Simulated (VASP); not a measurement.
## Y: single point with PBE

Crystal: Y.

```
Y
1.0
     3.64740    0.00000    0.00000
    -1.82370    3.15874    0.00000
     0.00000    0.00000    5.73060
Y
2
Cartesian
  1.8237 1.0529 4.2980
  0.0000 2.1058 1.4326
```

| Quantity | Value |
| --- | --- |
| Program | VASP 6.6.1 |
| Task | single point |
| Functional | PBE |
| Potentials or basis | VASP PAW PBE potentials, release 64 (Y_sv) |
| Cutoff | 520 eV |
| k mesh | 7 × 7 × 4 |
| Occupations | fermi-dirac, width 0.05 eV |
| Spin | no spin polarisation |

```
Pressure               : -0.2 GPa
Band gap on the k mesh : zero (band 11 reaches 3.92 eV, above the bottom of band 12 at 2.54 eV)
```

Stress tensor (GPa, compression positive):
```
 0.06  0.00  0.00
 0.00  0.06  0.00
 0.00  0.00 -0.70
```

Levels at points of the mesh, in eV from the Fermi level:
| k point | band 7 | band 8 | band 9 | band 10 | band 11 | band 12 | band 13 | band 14 |
| --- | --- | --- | --- | --- | --- | --- | --- | --- |
| (0.00, 0.00, 0.00) | -22.43 | -22.40 | -4.69 | -1.86 | 0.85 | 1.73 | 1.73 | 2.02 |
| (0.00, 0.00, 0.50) | -22.48 | -22.48 | -3.26 | -3.26 | 0.93 | 0.93 | 1.66 | 1.66 |

It took 28 s on 1 thread of Intel(R) Xeon(R) Platinum 8488C (Sapphire Rapids), with other jobs on the host, peak memory 0.2 GiB.
